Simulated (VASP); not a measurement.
Here is a VASP 6.6.1 calculation.

The input INCAR:

```
PREC = Accurate
ENCUT = 500
EDIFF = 1E-7
ISMEAR = 0
SIGMA = 0.02
LREAL = False
LASPH = True
NELM = 120
ALGO = Normal
ISIF = 3
LWAVE = False
LCHARG = False
GGA = PE
IBRION = 2
NSW = 100
EDIFFG = -0.01
GGA_COMPAT = False
NELMIN = 4
```

The input KPOINTS:

```
regular mesh
0
Gamma
  12 12 2
```

The input POSCAR:

```
WS2
1.0
    3.1842228922      0.0000000000      0.0000000000
   -1.5921114461      2.7576179160      0.0000000000
    0.0000000000      0.0000000000     12.9782823600
W S
2 4
Direct
    0.3333333300      0.6666666700      0.2500000000
    0.6666666700      0.3333333300      0.7500000000
    0.3333333300      0.6666666700      0.6298049400
    0.6666666700      0.3333333300      0.1298049400
    0.3333333300      0.6666666700      0.8701950600
    0.6666666700      0.3333333300      0.3701950600
```

Potentials or basis: VASP PAW PBE potentials, release 64 (W_sv, S).

Command:

```sh
$ cat potpaw_PBE.64/W_sv/POTCAR potpaw_PBE.64/S/POTCAR > POTCAR
$ mpirun -np 1 vasp_std > vasp.out
```

Question: What does it give for the relaxed volume?

Answer: 21.06 Å³/atom.

Question: Estimate the space group after relaxing (to 0.1 Å).

Answer: P6_3/mmc (No. 194).

Forces on the atoms (eV/Å):
```
W    0.000  0.000  0.000
W    0.000  0.000  0.000
S    0.000  0.000  0.007
S    0.000  0.000  0.007
S    0.000  0.000 -0.007
S    0.000  0.000 -0.007
```

Caveat: this functional lacks dispersion, which binds layers or chains, so the pressure and a relaxed spacing across them are unreliable.
